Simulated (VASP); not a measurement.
# Li3Pt (I4/mmm) in VASP: single point with LDA

Aim: the single point of Li3Pt with LDA.

Everything below comes from runs of VASP 6.6.1. Logs are shortened: lines on timing, memory, paths and dates and some standing lists are left out, and cuts for length are marked.

**1. The cell of the first run**

The structure is tetragonal, space group I4/mmm (No. 139). Conventional cell: a = 3.929 Å, b = 3.929 Å, c = 7.281 Å, α = 90.00°, β = 90.00°, γ = 90.00°. Li (site symmetry -4m2) has 8 Li at 2.68 to 2.78 Å and 4 Pt at 2.68 Å within 3.5 Å. Li (site symmetry 4/mmm) has 8 Li at 2.68 Å and 4 Pt at 2.78 Å within 3.5 Å. Pt (site symmetry 4/mmm) has 12 Li at 2.68 to 2.78 Å within 3.5 Å.

**2. Single point, LDA**

INCAR reads:

```
SYSTEM = Li3Pt
PREC = Accurate ; ENCUT = 750
EDIFF = 1E-6 ; ISMEAR = 1
SIGMA = 0.05 ; LREAL = .False.
LASPH = .True. ; NELM = 120
ALGO = Normal ; ISIF = 2
LWAVE = .False. ; LCHARG = .True.
GGA = CA ; LELF = .True.
LVHAR = .True. ; NBANDS = 18
GGA_COMPAT = .False.
```

KPOINTS reads:

```
regular mesh
0
Gamma
  10 10 10
  0 0 0
```

POSCAR reads:

```
Li3Pt
1.0
   -1.9642750000      1.9642750000      3.6402980000
    1.9642750000     -1.9642750000      3.6402980000
    1.9642750000      1.9642750000     -3.6402980000
Li Pt
3 1
Direct
    0.7500000000      0.2500000000      0.5000000000
    0.2500000000      0.7500000000      0.5000000000
    0.5000000000      0.5000000000      0.0000000000
    0.0000000000      0.0000000000      0.0000000000
```

Potentials or basis: VASP PAW LDA potentials, release 64 (Li_sv, Pt).

Launch:

```bash
> cat potpaw_LDA.64/Li_sv/POTCAR potpaw_LDA.64/Pt/POTCAR > POTCAR
> mpirun -np 1 vasp_std > vasp.out
```

OUTCAR:

```text
SYSTEM = Li3Pt
   PREC = Accurate
   ENCUT = 750
   EDIFF = 1E-6
   ISMEAR = 1
   LREAL = .False.
   LASPH = .True.
   NELM = 120
   ISIF = 2
   GGA = CA

 ion  position               nearest neighbor table
   1  0.750  0.250  0.500-   4 2.68   4 2.68   4 2.68   4 2.68
   2  0.250  0.750  0.500-   4 2.68   4 2.68   4 2.68   4 2.68
   3  0.500  0.500  0.000-   4 2.78   4 2.78   4 2.78   4 2.78
   4  0.000  0.000  0.000-   1 2.68   2 2.68   1 2.68   2 2.68   1 2.68   2 2.68   1 2.68   2 2.68
                             3 2.78   3 2.78   3 2.78   3 2.78

  LATTYP: Found a body centered tetragonal cell.
 ALAT       =     3.9285500000
 C/A-ratio  =     1.8532527268

  Lattice vectors:

 A1 = (  -1.9642750000,   1.9642750000,   3.6402980000)
 A2 = (   1.9642750000,  -1.9642750000,   3.6402980000)
 A3 = (   1.9642750000,   1.9642750000,  -3.6402980000)

Analysis of symmetry for initial positions (statically):
=====================================================================
 Subroutine PRICEL returns:
 Original cell was already a primitive cell.

 Routine SETGRP: Setting up the symmetry group for a
 body centered tetragonal supercell.

 Subroutine GETGRP returns: Found 16 space group operations
 (whereof 16 operations were pure point group operations)
 out of a pool of 16 trial point group operations.

The static configuration has the point symmetry D_4h.

Analysis of symmetry for dynamics (positions and initial velocities):
=====================================================================
 Subroutine PRICEL returns:
 Original cell was already a primitive cell.

 Routine SETGRP: Setting up the symmetry group for a
 body centered tetragonal supercell.

 Subroutine GETGRP returns: Found 16 space group operations
 (whereof 16 operations were pure point group operations)
 out of a pool of 16 trial point group operations.

The dynamic configuration has the point symmetry D_4h.

 Subroutine INISYM returns: Found 16 space group operations
 (whereof 16 operations are pure point group operations),
 and found     1 'primitive' translations

----------------------------------------------------------------------------------------

                                     Primitive cell

  volume of cell :      56.1826

  direct lattice vectors                    reciprocal lattice vectors
    -1.964275000  1.964275000  3.640298000     0.000000000  0.254546843  0.137351393
     1.964275000 -1.964275000  3.640298000     0.254546843  0.000000000  0.137351393
     1.964275000  1.964275000 -3.640298000     0.254546843  0.254546843  0.000000000

  length of vectors
     4.579139884  4.579139884  4.579139884     0.289239521  0.289239521  0.359983598

  position of ions in fractional coordinates (direct lattice)
     0.750000000  0.250000000  0.500000000
     0.250000000  0.750000000  0.500000000
     0.500000000  0.500000000  0.000000000
     0.000000000  0.000000000  0.000000000

  ion indices of the primitive-cell ions
   primitive index   ion index
                 1           1
                 2           2
                 3           3
                 4           4

----------------------------------------------------------------------------------------

 KPOINTS: regular mesh

Automatic generation of k-mesh.
 Grid dimensions read from file:
 generate k-points for:   10   10   10

 Generating k-lattice:

  Cartesian coordinates                     Fractional coordinates (reciprocal lattice)
     0.000000000  0.025454684  0.013735139     0.100000000 -0.000000000  0.000000000
     0.025454684  0.000000000  0.013735139    -0.000000000  0.100000000  0.000000000
     0.025454684  0.025454684  0.000000000     0.000000000  0.000000000  0.100000000

  Length of vectors
     0.028923952  0.028923952  0.035998360

  Shift w.r.t. Gamma in fractional coordinates (k-lattice)
     0.000000000  0.000000000  0.000000000

 Subroutine IBZKPT returns following result:
 ===========================================

 Found    102 irreducible k-points:

 Following reciprocal coordinates:
            Coordinates               Weight
  0.000000  0.000000  0.000000      1.000000
  0.100000  0.000000  0.000000      8.000000
  0.200000  0.000000  0.000000      8.000000
  0.300000  0.000000  0.000000      8.000000
  0.400000  0.000000 -0.000000      8.000000
  0.500000  0.000000  0.000000      4.000000
[... 16 lines left out ...]
  0.300000  0.300000  0.000000      8.000000
  0.400000  0.300000 -0.000000     16.000000
 [... further k-points ...]
   k-points           NKPTS =    102   k-points in BZ     NKDIM =    102   number of bands    NBANDS=     18
   number of dos      NEDOS =    301   number of ions     NIONS =      4
   total plane-waves  NPLWV =  74088
   dimension x,y,z NGX =    42 NGY =   42 NGZ =   42
   dimension x,y,z NGXF=    84 NGYF=   84 NGZF=   84
   ions per type =               3   1
   NGX,Y,Z   is equivalent  to a cutoff of  15.25, 15.25, 15.25 a.u.
   NGXF,Y,Z  is equivalent  to a cutoff of  30.50, 30.50, 30.50 a.u.
 SYSTEM =  Li3Pt
   PREC   = accura    normal or accurate (medium, high low for compatibility)
   ISTART =      0    job   : 0-new  1-cont  2-samecut
   ICHARG =      2    charge: 1-file 2-atom 10-const
   ISPIN  =      1    spin polarized calculation?
   LNONCOLLINEAR =      F non collinear calculations
   LSORBIT =      F    spin-orbit coupling
   LASPH  =      T    aspherical Exc in radial PAW
   ENCUT  =  750.0 eV  55.12 Ry    7.42 a.u.  10.23 10.23 10.23*2*pi/ulx,y,z
   NELM   =    120;   NELMIN=  2; NELMDL= -5     # of ELM steps
   EDIFF  = 0.1E-05   stopping-criterion for ELM
   LREAL  =      F    real-space projection
   EDIFFG = 0.1E-04   stopping-criterion for IOM
   NSW    =      0    number of steps for IOM
   IBRION =     -1    ionic relax: 0-MD 1-quasi-New 2-CG
   NFREE  =      0    steps in history (QN), initial steepest desc. (CG)
   ISIF   =      2    stress and relaxation
   ISYM   =      2    0-nonsym 1-usesym 2-fastsym
   POTIM  = 0.5000    time-step for ionic-motion
   TEBEG  =    0.0;   TEEND  =   0.0 temperature during run
   PSTRESS=    0.0 pullay stress
   NELECT =      19.0000    total number of electrons
   NUPDOWN=      -1.0000    fix difference up-down
   EMIN   =  10.00;   EMAX   =-10.00  energy-range for DOS
   EFERMI =   0.00;   METHOD = LEGACY
   ISMEAR =     1;   SIGMA  =   0.05  broadening in eV -4-tet -1-fermi 0-gaus
   EFERMI_NEDOS =   21; number of points for ismear=-14 and -15
   IALGO  =     38    algorithm
   IMIX   =      4    mixing-type and parameters
     AMIX     =   0.40;   BMIX     =  1.00
     AMIX_MAG =   1.60;   BMIX_MAG =  1.00
  volume/ion in A,a.u.               =      14.05        94.78
  Fermi-wavevector in a.u.,A,eV,Ry     =   1.140579  2.155383 17.700110  1.300921
  Thomas-Fermi vector in A             =   2.277281
   LORBIT       =      0    0 simple, 1 ext, 2 COOP (PROOUT), +10 PAW based schemes
   GGA     = CA    functional components
   LHFCALC =     F    Hartree Fock is set to
   AEXX    =    0.0000 exact exchange contribution
   IVDW    =     0    specifies the selected vdW correction
   LEPSILON=     F    determine dielectric tensor
   LRPA    =     F    only Hartree local field effects (RPA)
 non-spin polarized calculation
 Methfessel and Paxton  Order N= 1 SIGMA  =   0.05
  energy-cutoff  :      750.00
  volume of cell :       56.18
 maximum number of plane-waves:      2656
 NGX is ok and might be reduce to    42
   NGX = 21   NGY = 21   NGZ = 21

 number of electron      19.0000007 magnetization

 Free energy of the ion-electron system (eV)
  ---------------------------------------------------
  ext. energy  EPLUGINS =         0.00000000
  ---------------------------------------------------
  free energy    TOTEN  =       -15.17977899 eV

  energy without entropy =      -15.17948916  energy(sigma->0) =      -15.17968238

 E-fermi :   3.7424     XC(G=0):  -9.7371

 val. band max:        3.7422353211   @ k =   0.3000   0.3000   0.2000
 cond. band min:       3.7540388480   @ k =  -0.4000   0.4000   0.2000
 fundamental gap:      0.0118035269
 Fermi energy:         3.7424025575

 k-point     1 :       0.0000    0.0000    0.0000
  band No.  band energies     occupation
      1     -40.9301      2.00000
      2     -40.6643      2.00000
      3     -40.6282      2.00000
      4      -1.6665      2.00000
      5       0.9407      2.00000
      6       1.2793      2.00000
[... 10 lines left out ...]
     17      12.8103      0.00000
     18      14.4102      0.00000

 k-point     2 :       0.1000    0.0000    0.0000
  band No.  band energies     occupation
      1     -40.9295      2.00000
      2     -40.6636      2.00000
      3     -40.6292      2.00000
      4      -1.5686      2.00000
      5       0.9731      2.00000
      6       1.2434      2.00000
[... 10 lines left out ...]
     17      13.2065      0.00000
     18      13.9376      0.00000

 k-point     3 :       0.2000    0.0000    0.0000
  band No.  band energies     occupation
      1     -40.9281      2.00000
      2     -40.6617      2.00000
      3     -40.6322      2.00000
      4      -1.2888      2.00000
      5       1.0335      2.00000
      6       1.1468      2.00000
[... 10 lines left out ...]
     17      13.1963      0.00000
     18      14.2492      0.00000

 k-point     4 :       0.3000    0.0000    0.0000
  band No.  band energies     occupation
      1     -40.9264      2.00000
      2     -40.6585      2.00000
      3     -40.6367      2.00000
      4      -0.8824      2.00000
      5       0.9501      2.00000
      6       1.2157      2.00000
[... 375 lines left out ...]
      4      -1.0554      2.00000
      5       1.2075      2.00000
      6       1.2341      2.00000
[... 10 lines left out ...]
     17      14.0111      0.00000
     18      14.6276      0.00000

 k-point    23 :       0.3000    0.3000    0.0000
  band No.  band energies     occupation
      1     -40.9237      2.00000
      2     -40.6552      2.00000
      3     -40.6419      2.00000
      4       0.2306      2.00000
      5       1.0169      2.00000
      6       1.3667      2.00000
[... 10 lines left out ...]
     17      15.6638      0.00000
     18      16.2262      0.00000

 k-point    24 :       0.4000    0.3000   -0.0000
  band No.  band energies     occupation
      1     -40.9232      2.00000
      2     -40.6521      2.00000
      3     -40.6452      2.00000
      4       0.4832      2.00000
      5       1.0216      2.00000
      6       1.3643      2.00000
[... 10 lines left out ...]
     17      15.5553      0.00000
     18      16.9141      0.00000

 [... further k-points ...]

------------------------ aborting loop because EDIFF is reached ----------------------------------------

  FORCE on cell =-STRESS in cart. coord.  units (eV):
  Direction    XX          YY          ZZ          XY          YZ          ZX
  --------------------------------------------------------------------------------------
  -------------------------------------------------------------------------------------
  Total       -1.3704215     -1.3704215     -1.5639600      0.0000000      0.0000000      0.0000000
  in kB      -39.0807820    -39.0807820    -44.5999866      0.0000000      0.0000000      0.0000000
  external PRESSURE =     -40.9205169 kB  Pullay stress =       0.0000000 kB

 VOLUME and BASIS-vectors are now :
 -----------------------------------------------------------------------------
  energy-cutoff  :      750.00
  volume of cell :       56.18
      direct lattice vectors                 reciprocal lattice vectors
    -1.964275000  1.964275000  3.640298000     0.000000000  0.254546843  0.137351393
     1.964275000 -1.964275000  3.640298000     0.254546843  0.000000000  0.137351393
     1.964275000  1.964275000 -3.640298000     0.254546843  0.254546843  0.000000000

 POSITION                                       TOTAL-FORCE (eV/Angst)
 -----------------------------------------------------------------------------------
     -0.00000      1.96428      1.82015         0.000000      0.000000      0.000000
      1.96428     -0.00000      1.82015         0.000000     -0.000000     -0.000000
      0.00000      0.00000      3.64030        -0.000000     -0.000000      0.000000
      0.00000      0.00000      0.00000        -0.000000     -0.000000      0.000000
 -----------------------------------------------------------------------------------
    total drift:                               -0.000000     -0.000000      0.000000

  FREE ENERGIE OF THE ION-ELECTRON SYSTEM (eV)
  ---------------------------------------------------
  free  energy   TOTEN  =       -15.1797789858 eV

  energy  without entropy=      -15.1794891554  energy(sigma->0) =      -15.17968238
```

Run time: 2.8 min. Hardware: 1 thread of Intel Xeon Platinum 8375C at 2.90GHz (Ice Lake), shared host; peak memory 0.32 GiB.

Results:

| Item | Value |
| --- | --- |
| Free energy | -15.1798 eV |
| Pressure | -4.1 GPa |
| Band gap on the k mesh | zero (an odd number of electrons rules out a gap without spin polarisation) |

Stress tensor (GPa, compression positive):
```
-3.91  0.00  0.00
 0.00 -3.91  0.00
 0.00  0.00 -4.46
```

Caveat: the cell stands under tension; spin-orbit coupling is left out, which moves the levels of the heavy elements.
